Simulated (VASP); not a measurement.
# Na (Im-3m) in VASP: further runs, part 2 of 2

VASP 6.6.1. Earlier steps stand in the parts before.

## (3) Single point, revPBE (34.58 Å³/atom)

This run uses another cell than the first one, of 34.58 Å³/atom.

Contents of INCAR:

```
SYSTEM = Na
ALGO = Normal
EDIFF = 1E-6
ENCUT = 520
GGA = RE
ISIF = 2
ISMEAR = -1
LASPH = .TRUE.
LCHARG = .TRUE.
LELF = .TRUE.
LREAL = .FALSE.
LVHAR = .TRUE.
LWAVE = .FALSE.
NBANDS = 10
NELM = 80
PREC = Accurate
SIGMA = 0.1
```

Contents of KPOINTS:

```
k-points
0
G
  17 17 17
  0 0 0
```

Contents of POSCAR:

```
Na
1.0
   -2.0523170553      2.0523170553      2.0523170553
    2.0523170553     -2.0523170553      2.0523170553
    2.0523170553      2.0523170553     -2.0523170553
Na
1
Direct
    0.0000000000      0.0000000000      0.0000000000
```

Potentials or basis: VASP PAW PBE potentials, release 64 (Na_pv).

The run is started by

```bash
> cat potpaw_PBE.64/Na_pv/POTCAR > POTCAR
> mpirun -np 1 vasp_std > vasp.out
```

OUTCAR:

```text
SYSTEM = Na
   EDIFF = 1E-6
   ENCUT = 520
   GGA = RE
   ISIF = 2
   ISMEAR = -1
   LASPH = .TRUE.
   LREAL = .FALSE.
   NELM = 80
   PREC = Accurate

 ion  position               nearest neighbor table
   1  0.000  0.000  0.000-

  LATTYP: Found a body centered cubic cell.
 ALAT       =     4.1046341106

  Lattice vectors:

 A1 = (  -2.0523170553,   2.0523170553,   2.0523170553)
 A2 = (   2.0523170553,  -2.0523170553,   2.0523170553)
 A3 = (   2.0523170553,   2.0523170553,  -2.0523170553)

Analysis of symmetry for initial positions (statically):
=====================================================================
 Subroutine PRICEL returns:
 Original cell was already a primitive cell.

 Routine SETGRP: Setting up the symmetry group for a
 body centered cubic supercell.

 Subroutine GETGRP returns: Found 48 space group operations
 (whereof 48 operations were pure point group operations)
 out of a pool of 48 trial point group operations.

The static configuration has the point symmetry O_h .

Analysis of symmetry for dynamics (positions and initial velocities):
=====================================================================
 Subroutine PRICEL returns:
 Original cell was already a primitive cell.

 Routine SETGRP: Setting up the symmetry group for a
 body centered cubic supercell.

 Subroutine GETGRP returns: Found 48 space group operations
 (whereof 48 operations were pure point group operations)
 out of a pool of 48 trial point group operations.

The dynamic configuration has the point symmetry O_h .

 Subroutine INISYM returns: Found 48 space group operations
 (whereof 48 operations are pure point group operations),
 and found     1 'primitive' translations

----------------------------------------------------------------------------------------

                                     Primitive cell

[... 110 lines left out ...]
  Fermi-wavevector in a.u.,A,eV,Ry     =   0.961265  1.816527 12.572193  0.924030
  Thomas-Fermi vector in A             =   2.090622
   LORBIT       =      0    0 simple, 1 ext, 2 COOP (PROOUT), +10 PAW based schemes
   GGA     = RE    functional components
   LHFCALC =     F    Hartree Fock is set to
   AEXX    =    0.0000 exact exchange contribution
   IVDW    =     0    specifies the selected vdW correction
   LEPSILON=     F    determine dielectric tensor
   LRPA    =     F    only Hartree local field effects (RPA)
 non-spin polarized calculation
  energy-cutoff  :      520.00
  volume of cell :       34.58
 maximum number of plane-waves:       959
   NGX = 13   NGY = 13   NGZ = 13

 number of electron       6.9999991 magnetization

 Free energy of the ion-electron system (eV)
  ---------------------------------------------------
  ext. energy  EPLUGINS =         0.00000000
  ---------------------------------------------------
  free energy    TOTEN  =        -1.19496210 eV

  energy without entropy =       -1.17958118  energy(sigma->0) =       -1.18727164

 E-fermi :   0.6534     XC(G=0):  -6.5560

 val. band max:        0.6219360377   @ k =  -0.3529   0.4118   0.1765
 cond. band min:       0.7318119683   @ k =   0.4118   0.0588   0.0000
 fundamental gap:      0.1098759306
 Fermi energy:         0.6533593235

 k-point     1 :       0.0000    0.0000    0.0000
  band No.  band energies     occupation
      1     -24.2170      2.00000
      2     -24.2170      2.00000
      3     -24.2170      2.00000
      4      -2.7752      2.00000
      5      12.8891      0.00000
      6      12.8892      0.00000
      7      12.8892      0.00000
      8      13.8679      0.00000
      9      13.8679      0.00000
     10      14.3958      0.00000
[... 287 lines left out ...]
 k-point    24 :       0.1765    0.1765    0.0000
  band No.  band energies     occupation
      1     -24.2454      2.00000
      2     -24.2264      2.00000
      3     -24.2198      2.00000
      4      -1.0766      2.00000
      5       6.5636      0.00000
      6       7.4055      0.00000
      7      10.2782      0.00000
      8      12.4889      0.00000
      9      13.6178      0.00000
     10      16.0085      0.00000

 [... further k-points ...]

------------------------ aborting loop because EDIFF is reached ----------------------------------------

  FORCE on cell =-STRESS in cart. coord.  units (eV):
  Direction    XX          YY          ZZ          XY          YZ          ZX
  --------------------------------------------------------------------------------------
  -------------------------------------------------------------------------------------
  Total        0.2478470      0.2478470      0.2478470      0.0000000      0.0000000     -0.0000000
  in kB       11.4842032     11.4842032     11.4842032      0.0000000      0.0000000     -0.0000000
  external PRESSURE =      11.4842032 kB  Pullay stress =       0.0000000 kB

 VOLUME and BASIS-vectors are now :
 -----------------------------------------------------------------------------
  energy-cutoff  :      520.00
  volume of cell :       34.58
      direct lattice vectors                 reciprocal lattice vectors
    -2.052317055  2.052317055  2.052317055     0.000000000  0.243627074  0.243627074
     2.052317055 -2.052317055  2.052317055     0.243627074  0.000000000  0.243627074
     2.052317055  2.052317055 -2.052317055     0.243627074  0.243627074  0.000000000

 POSITION                                       TOTAL-FORCE (eV/Angst)
 -----------------------------------------------------------------------------------
      0.00000      0.00000      0.00000         0.000000     -0.000000      0.000000
 -----------------------------------------------------------------------------------
    total drift:                               -0.000000     -0.000000     -0.000000

  FREE ENERGIE OF THE ION-ELECTRON SYSTEM (eV)
  ---------------------------------------------------
  free  energy   TOTEN  =        -1.1949621020 eV

  energy  without entropy=       -1.1795811834  energy(sigma->0) =       -1.18727164
```

OSZICAR:

```text
N       E                     dE             d eps       ncg     rms          rms(c)
DAV:   1     0.291532302504E+02    0.29153E+02   -0.37953E+03  3310   0.596E+02
DAV:   2    -0.563450187571E+00   -0.29717E+02   -0.29561E+02  3444   0.155E+02
DAV:   3    -0.118915622954E+01   -0.62571E+00   -0.62516E+00  4040   0.238E+01
DAV:   4    -0.119402074320E+01   -0.48645E-02   -0.48641E-02  3846   0.207E+00
DAV:   5    -0.119409098319E+01   -0.70240E-04   -0.70239E-04  3778   0.246E-01    0.236E-01
DAV:   6    -0.119469170297E+01   -0.60072E-03   -0.29868E-04  3876   0.184E-01    0.156E-01
DAV:   7    -0.119496274797E+01   -0.27105E-03   -0.10011E-03  3648   0.333E-01    0.611E-03
DAV:   8    -0.119496210205E+01    0.64592E-06   -0.78309E-06  3980   0.370E-02
   1 F= -.11949621E+01 E0= -.11872716E+01  d E =-.153809E-01
```

It took 16 s on 1 thread of Intel Xeon 6975P-C (Granite Rapids), shared host; peak memory 0.18 GiB.

What came out:

* Free energy: -1.1950 eV
* Pressure: 1.1 GPa
* Band gap on the k mesh: zero (an odd number of electrons rules out a gap without spin polarisation)

Levels at points of the mesh, in eV from the Fermi level:
| k point | band 1 | band 2 | band 3 | band 4 | band 5 | band 6 | band 7 | band 8 | band 9 |
| --- | --- | --- | --- | --- | --- | --- | --- | --- | --- |
| (0.00, 0.00, 0.00) | -24.87 | -24.87 | -24.87 | -3.43 | 12.24 | 12.24 | 12.24 | 13.21 | 13.21 |

Caveat: the PAW data sets were made with another functional, which shifts forces and pressure a little.
